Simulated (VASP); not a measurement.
# GaSb (F-43m) in VASP: further runs

The runs below take GaSb through single point, with PBE, HSE06.

Program: VASP 6.6.1. These are calculated values, not measurements. Logs are shortened: lines on timing, memory, paths and dates and some standing lists are left out, and cuts for length are marked.

### 1 The cell of the first run

The structure is cubic, space group F-43m (No. 216). The conventional cell has a = 5.886 Å, b = 5.886 Å, c = 5.886 Å, α = 90.00°, β = 90.00°, γ = 90.00°. Within 3.4 Å of Ga (site symmetry -43m) lie 4 Sb at 2.55 Å. Within 3.4 Å of Sb (site symmetry -43m) lie 4 Ga at 2.55 Å.

### 2 Single point, PBE (strain -4.0%)

INCAR reads:

```
SYSTEM = GaSb
ALGO = Normal ; EDIFF = 1E-6
ENCUT = 500 ; GGA = PE
GGA_COMPAT = .FALSE. ; ISIF = 2
ISMEAR = -1 ; LASPH = .TRUE.
LCHARG = .FALSE. ; LREAL = .FALSE.
LWAVE = .FALSE. ; NBANDS = 21
NELM = 120 ; PREC = Accurate
SIGMA = 0.02
```

KPOINTS reads:

```
k-points
0
G
  8 8 8
  0 0 0
```

POSCAR reads:

```
GaSb
1.0
    0.0000000000      2.9432436460      2.9432436460
    2.9432436460      0.0000000000      2.9432436460
    2.9432436460      2.9432436460      0.0000000000
Ga Sb
1 1
Direct
    0.0000000000      0.0000000000      0.0000000000
    0.2500000000      0.2500000000      0.2500000000
```

Potentials or basis: VASP PAW PBE potentials, release 64 (Ga_d, Sb_d_GW).

Launch:

```console
cat potpaw_PBE.64/Ga_d/POTCAR potpaw_PBE.64/Sb_d_GW/POTCAR > POTCAR
mpirun -np 1 vasp_std > vasp.out
```

OUTCAR:

```text
SYSTEM = GaSb
   EDIFF = 1E-6
   ENCUT = 500
   GGA = PE
   ISIF = 2
   ISMEAR = -1
   LASPH = .TRUE.
   LREAL = .FALSE.
   NELM = 120
   PREC = Accurate

 ion  position               nearest neighbor table
   1  0.000  0.000  0.000-   2 2.55   2 2.55   2 2.55   2 2.55
   2  0.250  0.250  0.250-   1 2.55   1 2.55   1 2.55   1 2.55

  LATTYP: Found a face centered cubic cell.
 ALAT       =     5.8864872920

  Lattice vectors:

 A1 = (   0.0000000000,   2.9432436460,   2.9432436460)
 A2 = (   2.9432436460,   0.0000000000,   2.9432436460)
 A3 = (   2.9432436460,   2.9432436460,   0.0000000000)

Analysis of symmetry for initial positions (statically):
=====================================================================
 Subroutine PRICEL returns:
 Original cell was already a primitive cell.

 Routine SETGRP: Setting up the symmetry group for a
 face centered cubic supercell.

 Subroutine GETGRP returns: Found 24 space group operations
 (whereof 24 operations were pure point group operations)
 out of a pool of 48 trial point group operations.

The static configuration has the point symmetry T_d .

Analysis of symmetry for dynamics (positions and initial velocities):
=====================================================================
 Subroutine PRICEL returns:
 Original cell was already a primitive cell.

 Routine SETGRP: Setting up the symmetry group for a
 face centered cubic supercell.

 Subroutine GETGRP returns: Found 24 space group operations
 (whereof 24 operations were pure point group operations)
 out of a pool of 48 trial point group operations.

The dynamic configuration has the point symmetry T_d .

 Subroutine INISYM returns: Found 24 space group operations
 (whereof 24 operations are pure point group operations),
 and found     1 'primitive' translations

----------------------------------------------------------------------------------------

                                     Primitive cell

  volume of cell :      50.9928

  direct lattice vectors                    reciprocal lattice vectors
     0.000000000  2.943243646  2.943243646    -0.169880601  0.169880601  0.169880601
     2.943243646  0.000000000  2.943243646     0.169880601 -0.169880601  0.169880601
     2.943243646  2.943243646  0.000000000     0.169880601  0.169880601 -0.169880601

  length of vectors
     4.162375082  4.162375082  4.162375082     0.294241832  0.294241832  0.294241832

  position of ions in fractional coordinates (direct lattice)
     0.000000000  0.000000000  0.000000000
     0.250000000  0.250000000  0.250000000

  ion indices of the primitive-cell ions
   primitive index   ion index
                 1           1
                 2           2

----------------------------------------------------------------------------------------

 KPOINTS: k-points

Automatic generation of k-mesh.
 Grid dimensions read from file:
 generate k-points for:    8    8    8

 Generating k-lattice:

  Cartesian coordinates                     Fractional coordinates (reciprocal lattice)
    -0.021235075  0.021235075  0.021235075     0.125000000  0.000000000  0.000000000
     0.021235075 -0.021235075  0.021235075     0.000000000  0.125000000  0.000000000
     0.021235075  0.021235075 -0.021235075     0.000000000  0.000000000  0.125000000

  Length of vectors
     0.036780229  0.036780229  0.036780229

  Shift w.r.t. Gamma in fractional coordinates (k-lattice)
     0.000000000  0.000000000  0.000000000

 Subroutine IBZKPT returns following result:
 ===========================================

 Found     29 irreducible k-points:

 Following reciprocal coordinates:
            Coordinates               Weight
  0.000000  0.000000  0.000000      1.000000
  0.125000  0.000000  0.000000      8.000000
  0.250000  0.000000  0.000000      8.000000
  0.375000  0.000000  0.000000      8.000000
  0.500000  0.000000  0.000000      4.000000
  0.125000  0.125000  0.000000      6.000000
[... 16 lines left out ...]
  0.500000  0.250000  0.125000     48.000000
 -0.375000  0.250000  0.125000     24.000000
 [... further k-points ...]
   k-points           NKPTS =     29   k-points in BZ     NKDIM =     29   number of bands    NBANDS=     21
   number of dos      NEDOS =    301   number of ions     NIONS =      2
   total plane-waves  NPLWV =  27000
   dimension x,y,z NGX =    30 NGY =   30 NGZ =   30
   dimension x,y,z NGXF=    60 NGYF=   60 NGZF=   60
   ions per type =               1   1
   NGX,Y,Z   is equivalent  to a cutoff of  11.98, 11.98, 11.98 a.u.
   NGXF,Y,Z  is equivalent  to a cutoff of  23.96, 23.96, 23.96 a.u.
 SYSTEM =  GaSb
   PREC   = accura    normal or accurate (medium, high low for compatibility)
   ISTART =      0    job   : 0-new  1-cont  2-samecut
   ICHARG =      2    charge: 1-file 2-atom 10-const
   ISPIN  =      1    spin polarized calculation?
   LNONCOLLINEAR =      F non collinear calculations
   LSORBIT =      F    spin-orbit coupling
   LASPH  =      T    aspherical Exc in radial PAW
   ENCUT  =  500.0 eV  36.75 Ry    6.06 a.u.   7.59  7.59  7.59*2*pi/ulx,y,z
   NELM   =    120;   NELMIN=  2; NELMDL= -5     # of ELM steps
   EDIFF  = 0.1E-05   stopping-criterion for ELM
   LREAL  =      F    real-space projection
   EDIFFG = 0.1E-04   stopping-criterion for IOM
   NSW    =      0    number of steps for IOM
   IBRION =     -1    ionic relax: 0-MD 1-quasi-New 2-CG
   NFREE  =      0    steps in history (QN), initial steepest desc. (CG)
   ISIF   =      2    stress and relaxation
   ISYM   =      2    0-nonsym 1-usesym 2-fastsym
   POTIM  = 0.5000    time-step for ionic-motion
   TEBEG  =    0.0;   TEEND  =   0.0 temperature during run
   PSTRESS=    0.0 pullay stress
   NELECT =      28.0000    total number of electrons
   NUPDOWN=      -1.0000    fix difference up-down
   EMIN   =  10.00;   EMAX   =-10.00  energy-range for DOS
   EFERMI =   0.00;   METHOD = LEGACY
   ISMEAR =    -1;   SIGMA  =   0.02  broadening in eV -4-tet -1-fermi 0-gaus
   EFERMI_NEDOS =   21; number of points for ismear=-14 and -15
   IALGO  =     38    algorithm
   IMIX   =      4    mixing-type and parameters
     AMIX     =   0.40;   BMIX     =  1.00
     AMIX_MAG =   1.60;   BMIX_MAG =  1.00
  volume/ion in A,a.u.               =      25.50       172.06
  Fermi-wavevector in a.u.,A,eV,Ry     =   1.340576  2.533320 24.451612  1.797143
  Thomas-Fermi vector in A             =   2.468878
   LORBIT       =      0    0 simple, 1 ext, 2 COOP (PROOUT), +10 PAW based schemes
   GGA     = PE    functional components
   LHFCALC =     F    Hartree Fock is set to
   AEXX    =    0.0000 exact exchange contribution
   IVDW    =     0    specifies the selected vdW correction
   LEPSILON=     F    determine dielectric tensor
   LRPA    =     F    only Hartree local field effects (RPA)
 non-spin polarized calculation
  energy-cutoff  :      500.00
  volume of cell :       50.99
 maximum number of plane-waves:      1312
   NGX = 15   NGY = 15   NGZ = 15

 number of electron      28.0000021 magnetization

 Free energy of the ion-electron system (eV)
  ---------------------------------------------------
  ext. energy  EPLUGINS =         0.00000000
  ---------------------------------------------------
  free energy    TOTEN  =        -7.12621319 eV

  energy without entropy =       -7.12621318  energy(sigma->0) =       -7.12621319

 E-fermi :   5.3151     XC(G=0):  -9.8218

 val. band max:        4.9855045011   @ k =   0.0000   0.0000   0.0000
 cond. band min:       5.6506099211   @ k =   0.5000   0.0000   0.0000
 fundamental gap:      0.6651054200
 Fermi energy:         5.3151016427

 k-point     1 :       0.0000    0.0000    0.0000
  band No.  band energies     occupation
      1     -24.0028      2.00000
      2     -24.0028      2.00000
      3     -24.0028      2.00000
      4     -23.9721      2.00000
      5     -23.9721      2.00000
      6     -10.3110      2.00000
[... 13 lines left out ...]
     20      14.0238      0.00000
     21      14.0239      0.00000

 k-point     2 :       0.1250    0.0000    0.0000
  band No.  band energies     occupation
      1     -24.0026      2.00000
      2     -24.0020      2.00000
      3     -24.0020      2.00000
      4     -23.9719      2.00000
      5     -23.9719      2.00000
      6     -10.3181      2.00000
[... 13 lines left out ...]
     20      12.9823      0.00000
     21      12.9823      0.00000

 k-point     3 :       0.2500    0.0000    0.0000
  band No.  band energies     occupation
      1     -24.0023      2.00000
      2     -24.0004      2.00000
      3     -24.0004      2.00000
      4     -23.9715      2.00000
      5     -23.9715      2.00000
      6     -10.3345      2.00000
[... 13 lines left out ...]
     20      12.7587      0.00000
     21      12.7587      0.00000

 k-point     4 :       0.3750    0.0000    0.0000
  band No.  band energies     occupation
      1     -24.0020      2.00000
      2     -23.9989      2.00000
      3     -23.9989      2.00000
      4     -23.9709      2.00000
      5     -23.9709      2.00000
      6     -10.3502      2.00000
[... 13 lines left out ...]
     20      13.8773      0.00000
     21      13.8773      0.00000

 k-point     5 :       0.5000    0.0000    0.0000
  band No.  band energies     occupation
      1     -24.0019      2.00000
      2     -23.9984      2.00000
      3     -23.9984      2.00000
      4     -23.9706      2.00000
      5     -23.9706      2.00000
      6     -10.3566      2.00000
[... 13 lines left out ...]
     20      15.3516      0.00000
     21      15.3516      0.00000
[... 382 lines left out ...]
     20      16.7473      0.00000
     21      17.1090      0.00000

 k-point    22 :       0.3750    0.2500    0.1250
  band No.  band energies     occupation
      1     -24.0038      2.00000
      2     -23.9984      2.00000
      3     -23.9980      2.00000
      4     -23.9728      2.00000
      5     -23.9698      2.00000
      6     -10.3496      2.00000
[... 13 lines left out ...]
     20      14.4437      0.00000
     21      14.8549      0.00000

 k-point    23 :       0.5000    0.2500    0.1250
  band No.  band energies     occupation
      1     -24.0026      2.00000
      2     -23.9983      2.00000
      3     -23.9964      2.00000
      4     -23.9723      2.00000
      5     -23.9696      2.00000
      6     -10.3600      2.00000
[... 13 lines left out ...]
     20      14.1936      0.00000
     21      15.5967      0.00000

 k-point    24 :      -0.3750    0.2500    0.1250
  band No.  band energies     occupation
      1     -24.0015      2.00000
      2     -23.9989      2.00000
      3     -23.9957      2.00000
      4     -23.9718      2.00000
      5     -23.9698      2.00000
      6     -10.3640      2.00000
[... 13 lines left out ...]
     20      14.9115      0.00000
     21      15.7202      0.00000

 [... further k-points ...]

------------------------ aborting loop because EDIFF is reached ----------------------------------------

  FORCE on cell =-STRESS in cart. coord.  units (eV):
  Direction    XX          YY          ZZ          XY          YZ          ZX
  --------------------------------------------------------------------------------------
  -------------------------------------------------------------------------------------
  Total        3.4005962      3.4005962      3.4005962      0.0000000      0.0000000     -0.0000000
  in kB      106.8456890    106.8456890    106.8456890      0.0000000      0.0000000     -0.0000000
  external PRESSURE =     106.8456890 kB  Pullay stress =       0.0000000 kB

 VOLUME and BASIS-vectors are now :
 -----------------------------------------------------------------------------
  energy-cutoff  :      500.00
  volume of cell :       50.99
      direct lattice vectors                 reciprocal lattice vectors
     0.000000000  2.943243646  2.943243646    -0.169880601  0.169880601  0.169880601
     2.943243646  0.000000000  2.943243646     0.169880601 -0.169880601  0.169880601
     2.943243646  2.943243646  0.000000000     0.169880601  0.169880601 -0.169880601

 POSITION                                       TOTAL-FORCE (eV/Angst)
 -----------------------------------------------------------------------------------
      0.00000      0.00000      0.00000        -0.000000     -0.000000      0.000000
      1.47162      1.47162      1.47162         0.000000      0.000000     -0.000000
 -----------------------------------------------------------------------------------
    total drift:                                0.000001      0.000001      0.000001

  FREE ENERGIE OF THE ION-ELECTRON SYSTEM (eV)
  ---------------------------------------------------
  free  energy   TOTEN  =        -7.1262131855 eV

  energy  without entropy=       -7.1262131849  energy(sigma->0) =       -7.12621319
```

Run time: 18 s. Hardware: 1 thread of Intel Xeon 6975P-C (Granite Rapids), shared host; peak memory 0.19 GiB.

Results:

| Item | Value |
| --- | --- |
| Free energy | -7.1262 eV |
| Pressure | 10.7 GPa |
| Band gap on the k mesh | 0.67 eV (least direct gap 0.89 eV) |

Levels at points of the mesh, in eV from the valence-band top:
| k point | band 11 | band 12 | band 13 | band 14 | band 15 | band 16 | band 17 | band 18 |
| --- | --- | --- | --- | --- | --- | --- | --- | --- |
| (0.00, 0.00, 0.00) | -12.34 | 0.00 | 0.00 | 0.00 | 0.89 | 2.75 | 2.75 | 2.75 |
| (0.50, 0.00, 0.00) | -10.40 | -6.99 | -1.35 | -1.35 | 0.67 | 3.75 | 3.75 | 6.38 |
| (0.50, 0.50, 0.00) | -9.40 | -7.37 | -3.00 | -3.00 | 0.76 | 1.02 | 9.51 | 9.51 |

Caveat: the cell differs from its parent crystal (strain -4.0%); the cell stands under pressure; semilocal functionals underestimate gaps, and a narrow one can read as zero; spin-orbit coupling is left out, which moves the levels of the heavy elements. A k mesh can miss the band edges.

(Part 1 of 2 ends here.)
